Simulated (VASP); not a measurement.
# MoS2 (P6_3/mmc) in VASP: notebook, part 2 of 2

VASP 6.6.1. Earlier steps stand in the parts before.

## Step 4: Single point, PBE

This run uses another cell than the first one, of 21.59 Å³/atom.

The input, INCAR:

```
PREC = Accurate
ENCUT = 520
EDIFF = 1E-6
ISMEAR = 0
SIGMA = 0.02
LREAL = False
LASPH = True
NELM = 80
ALGO = Normal
ISIF = 2
LWAVE = False
LCHARG = False
GGA = PE
NBANDS = 35
```

The input, KPOINTS:

```
regular mesh
0
Gamma
  12 12 4
```

The input, POSCAR:

```
MoS2
1.0
    3.1853101176      0.0000000000      0.0000000000
   -1.5926550588      2.7585594808      0.0000000000
    0.0000000000      0.0000000000     14.7393137561
Mo S
2 4
Direct
    0.3333333333      0.6666666667      0.2500000000
    0.6666666667      0.3333333333      0.7500000000
    0.3333333333      0.6666666667      0.6440064111
    0.6666666667      0.3333333333      0.1440064111
    0.3333333333      0.6666666667      0.8559935889
    0.6666666667      0.3333333333      0.3559935889
```

Potentials or basis: VASP PAW PBE potentials, release 64 (Mo_sv, S).

Launch:

```sh
cat potpaw_PBE.64/Mo_sv/POTCAR potpaw_PBE.64/S/POTCAR > POTCAR
mpirun -np 1 vasp_std > vasp.out
```

OUTCAR:

```text
PREC = Accurate
   ENCUT = 520
   EDIFF = 1E-6
   ISMEAR = 0
   LREAL = False
   LASPH = True
   NELM = 80
   ISIF = 2
   GGA = PE

 ion  position               nearest neighbor table
   1  0.333  0.667  0.250-   4 2.41   6 2.41   4 2.41   6 2.41   4 2.41   6 2.41
   2  0.667  0.333  0.750-   3 2.41   5 2.41   3 2.41   5 2.41   3 2.41   5 2.41
   3  0.333  0.667  0.644-   2 2.41   2 2.41   2 2.41
   4  0.667  0.333  0.144-   1 2.41   1 2.41   1 2.41
   5  0.333  0.667  0.856-   2 2.41   2 2.41   2 2.41
   6  0.667  0.333  0.356-   1 2.41   1 2.41   1 2.41

  LATTYP: Found a hexagonal cell.
 ALAT       =     3.1853101176
 C/A-ratio  =     4.6272774744

  Lattice vectors:

 A1 = (   3.1853101176,   0.0000000000,   0.0000000000)
 A2 = (  -1.5926550588,   2.7585594808,   0.0000000000)
 A3 = (   0.0000000000,   0.0000000000,  14.7393137561)

Analysis of symmetry for initial positions (statically):
=====================================================================
 Subroutine PRICEL returns:
 Original cell was already a primitive cell.

 Routine SETGRP: Setting up the symmetry group for a
 hexagonal supercell.

 Subroutine GETGRP returns: Found 24 space group operations
 (whereof 12 operations were pure point group operations)
 out of a pool of 24 trial point group operations.

The static configuration has the point symmetry D_3d.
 The point group associated with its full space group is D_6h.

Analysis of symmetry for dynamics (positions and initial velocities):
=====================================================================
 Subroutine PRICEL returns:
 Original cell was already a primitive cell.

 Routine SETGRP: Setting up the symmetry group for a
 hexagonal supercell.

 Subroutine GETGRP returns: Found 24 space group operations
 (whereof 12 operations were pure point group operations)
 out of a pool of 24 trial point group operations.

The dynamic configuration has the point symmetry D_3d.
 The point group associated with its full space group is D_6h.

 Subroutine INISYM returns: Found 24 space group operations
 (whereof 12 operations are pure point group operations),
 and found     1 'primitive' translations

----------------------------------------------------------------------------------------

                                     Primitive cell

  volume of cell :     129.5124

  direct lattice vectors                    reciprocal lattice vectors
     3.185310118  0.000000000  0.000000000     0.313941175  0.181254022  0.000000000
    -1.592655059  2.758559481  0.000000000     0.000000000  0.362508043  0.000000000
     0.000000000  0.000000000 14.739313756     0.000000000  0.000000000  0.067845764

  length of vectors
     3.185310118  3.185310118 14.739313756     0.362508043  0.362508043  0.067845764

  position of ions in fractional coordinates (direct lattice)
     0.333333333  0.666666667  0.250000000
     0.666666667  0.333333333  0.750000000
     0.333333333  0.666666667  0.644006411
     0.666666667  0.333333333  0.144006411
     0.333333333  0.666666667  0.855993589
     0.666666667  0.333333333  0.355993589

  ion indices of the primitive-cell ions
   primitive index   ion index
                 1           1
                 2           2
                 3           3
                 4           4
[... 33 lines left out ...]
  0.166667  0.000000  0.000000      6.000000
  0.250000 -0.000000  0.000000      6.000000
  0.333333 -0.000000  0.000000      6.000000
  0.416667  0.000000  0.000000      6.000000
[... 16 lines left out ...]
  0.250000 -0.000000  0.250000     12.000000
  0.333333 -0.000000  0.250000     12.000000
 [... further k-points ...]
   k-points           NKPTS =     57   k-points in BZ     NKDIM =     57   number of bands    NBANDS=     35
   number of dos      NEDOS =    301   number of ions     NIONS =      6
   total plane-waves  NPLWV =  64512
   dimension x,y,z NGX =    24 NGY =   24 NGZ =  112
   dimension x,y,z NGXF=    48 NGYF=   48 NGZF=  224
   ions per type =               2   4
   NGX,Y,Z   is equivalent  to a cutoff of  12.53, 12.53, 12.63 a.u.
   NGXF,Y,Z  is equivalent  to a cutoff of  25.05, 25.05, 25.27 a.u.
 SYSTEM =  unknown system
   PREC   = accura    normal or accurate (medium, high low for compatibility)
   ISTART =      0    job   : 0-new  1-cont  2-samecut
   ICHARG =      2    charge: 1-file 2-atom 10-const
   ISPIN  =      1    spin polarized calculation?
   LNONCOLLINEAR =      F non collinear calculations
   LSORBIT =      F    spin-orbit coupling
   LASPH  =      T    aspherical Exc in radial PAW
   ENCUT  =  520.0 eV  38.22 Ry    6.18 a.u.   5.92  5.92 27.41*2*pi/ulx,y,z
   NELM   =     80;   NELMIN=  2; NELMDL= -5     # of ELM steps
   EDIFF  = 0.1E-05   stopping-criterion for ELM
   LREAL  =      F    real-space projection
   EDIFFG = 0.1E-04   stopping-criterion for IOM
   NSW    =      0    number of steps for IOM
   IBRION =     -1    ionic relax: 0-MD 1-quasi-New 2-CG
   NFREE  =      0    steps in history (QN), initial steepest desc. (CG)
   ISIF   =      2    stress and relaxation
   ISYM   =      2    0-nonsym 1-usesym 2-fastsym
   POTIM  = 0.5000    time-step for ionic-motion
   TEBEG  =    0.0;   TEEND  =   0.0 temperature during run
   PSTRESS=    0.0 pullay stress
   NELECT =      52.0000    total number of electrons
   NUPDOWN=      -1.0000    fix difference up-down
   EMIN   =  10.00;   EMAX   =-10.00  energy-range for DOS
   EFERMI =   0.00;   METHOD = LEGACY
   ISMEAR =     0;   SIGMA  =   0.02  broadening in eV -4-tet -1-fermi 0-gaus
   EFERMI_NEDOS =   21; number of points for ismear=-14 and -15
   IALGO  =     38    algorithm
   IMIX   =      4    mixing-type and parameters
     AMIX     =   0.40;   BMIX     =  1.00
     AMIX_MAG =   1.60;   BMIX_MAG =  1.00
  volume/ion in A,a.u.               =      21.59       145.67
  Fermi-wavevector in a.u.,A,eV,Ry     =   1.207736  2.282291 19.845829  1.458627
  Thomas-Fermi vector in A             =   2.343365
   LORBIT       =      0    0 simple, 1 ext, 2 COOP (PROOUT), +10 PAW based schemes
   GGA     = PE    functional components
   LHFCALC =     F    Hartree Fock is set to
   AEXX    =    0.0000 exact exchange contribution
   IVDW    =     0    specifies the selected vdW correction
   LEPSILON=     F    determine dielectric tensor
   LRPA    =     F    only Hartree local field effects (RPA)
 non-spin polarized calculation
 Gauss-broadening in eV      SIGMA  =   0.02
  energy-cutoff  :      520.00
  volume of cell :      129.51
 maximum number of plane-waves:      3516
 NGX is ok and might be reduce to    24
   NGX = 11   NGY = 11   NGZ = 55

 number of electron      51.9999999 magnetization

 Free energy of the ion-electron system (eV)
  ---------------------------------------------------
  ext. energy  EPLUGINS =         0.00000000
  ---------------------------------------------------
  free energy    TOTEN  =       -43.71545914 eV

  energy without entropy =      -43.71545914  energy(sigma->0) =      -43.71545914

 E-fermi :   5.1326     XC(G=0):  -9.4728

 val. band max:        4.8432796390   @ k =   0.0000   0.0000   0.0000
 cond. band min:       6.2919873242   @ k =   0.3333   0.3333   0.0000
 fundamental gap:      1.4487076852
 Fermi energy:         5.1325881447

 k-point     1 :       0.0000    0.0000    0.0000
  band No.  band energies     occupation
      1     -56.2396      2.00000
      2     -56.2396      2.00000
      3     -30.3771      2.00000
      4     -30.3770      2.00000
      5     -30.1757      2.00000
      6     -30.1757      2.00000
[... 901 lines left out ...]
     34       8.7220      0.00000
     35      11.9112      0.00000

 [... further k-points ...]

------------------------ aborting loop because EDIFF is reached ----------------------------------------

  FORCE on cell =-STRESS in cart. coord.  units (eV):
  Direction    XX          YY          ZZ          XY          YZ          ZX
  --------------------------------------------------------------------------------------
  -------------------------------------------------------------------------------------
  Total       -0.0755695     -0.0755695     -0.0759527      0.0000000     -0.0000000      0.0000000
  in kB       -0.9348589     -0.9348589     -0.9395990      0.0000000     -0.0000000      0.0000000
  external PRESSURE =      -0.9364390 kB  Pullay stress =       0.0000000 kB

 VOLUME and BASIS-vectors are now :
 -----------------------------------------------------------------------------
  energy-cutoff  :      520.00
  volume of cell :      129.51
      direct lattice vectors                 reciprocal lattice vectors
     3.185310118  0.000000000  0.000000000     0.313941175  0.181254022  0.000000000
    -1.592655059  2.758559481  0.000000000     0.000000000  0.362508043  0.000000000
     0.000000000  0.000000000 14.739313756     0.000000000  0.000000000  0.067845764

 POSITION                                       TOTAL-FORCE (eV/Angst)
 -----------------------------------------------------------------------------------
     -0.00000      1.83904      3.68483         0.000000      0.000000     -0.000000
      1.59266      0.91952     11.05449        -0.000000     -0.000000     -0.000000
     -0.00000      1.83904      9.49221         0.000000     -0.000000      0.007280
      1.59266      0.91952      2.12256        -0.000000      0.000000      0.007280
     -0.00000      1.83904     12.61676         0.000000     -0.000000     -0.007280
      1.59266      0.91952      5.24710        -0.000000      0.000000     -0.007280
 -----------------------------------------------------------------------------------
    total drift:                               -0.000000      0.000000     -0.000000

  FREE ENERGIE OF THE ION-ELECTRON SYSTEM (eV)
  ---------------------------------------------------
  free  energy   TOTEN  =       -43.7154591370 eV

  energy  without entropy=      -43.7154591370  energy(sigma->0) =      -43.71545914
```

stdout:

```text
POSCAR found type information on POSCAR MoS
 POSCAR found :  2 types and       6 ions
 scaLAPACK will be used
 LDA part: xc-table for (Slater+PW92), standard interpolation
 POSCAR, INCAR and KPOINTS ok, starting setup
 FFT: planning ... GRIDC
 FFT: planning ... GRID_SOFT
 FFT: planning ... GRID
 WAVECAR not read
 entering main loop
```

It took 1.8 min on 1 thread of Intel Xeon 6975P-C (Granite Rapids), shared host; peak memory 0.36 GiB.

What came out:

* Free energy: -43.7155 eV
* Pressure: -0.1 GPa
* Largest force: 0.007 eV/Å
* Band gap on the k mesh: 1.45 eV (least direct gap 1.67 eV)

Forces in eV/Å, atoms in the order of the input:
```
Mo   0.000  0.000  0.000
Mo   0.000  0.000  0.000
S    0.000  0.000  0.007
S    0.000  0.000  0.007
S    0.000  0.000 -0.007
S    0.000  0.000 -0.007
```

Caveat: this functional lacks dispersion, which binds layers or chains, so the pressure and a relaxed spacing across them are unreliable.

## Step 5: Summary

| spin | cell | k mesh | smearing | gap on the mesh (eV) | pressure (GPa) | largest force (eV/Å) |
| --- | --- | --- | --- | --- | --- | --- |
| off | a = 3.185, b = 3.185, c = 15.627 Å, angles 90.0, 90.0, 120.0°, 6 atoms, atomic positions A | 12 × 12 × 2 | gaussian 0.02 eV | 1.53 | -0.1 | 0.01 |
| collinear | a = 3.169, b = 3.169, c = 12.324 Å, angles 90.0, 90.0, 120.0°, 6 atoms, atomic positions B | 6 × 6 × 2 | gaussian 0.1 eV | 0.90 | 1.9 | 0.07 |
| off | a = 3.185, b = 3.185, c = 14.739 Å, angles 90.0, 90.0, 120.0°, 6 atoms, atomic positions C | 12 × 12 × 4 | gaussian 0.02 eV | 1.45 | -0.1 | 0.01 |

Alike in all rows: task single point; level PBE; potentials or basis VASP PAW PBE potentials, release 64 (Mo_sv, S); cutoff (eV) 520.

Caveats: this functional lacks dispersion, which binds layers or chains, so the pressure and a relaxed spacing across them are unreliable.

Total energies depend on the potentials used, so only differences within one code and one set of settings carry meaning.

## Step 6: How close it comes

Step 4. Measured gap of MoS2: 1.3 eV (indirect; 300 K; “Multiwavelength excitation Raman Scattering Analysis of bulk and 2 dimensional MoS2: Vibrational properties of atomically thin MoS2 layers”, 2015, arxiv:1506.03228). This calculation gives 1.45 eV (+0.15 eV). Spin-orbit coupling on Mo is left out. The value is that of PBE on a finite k mesh, which can miss the band edges, without temperature or zero-point motion.
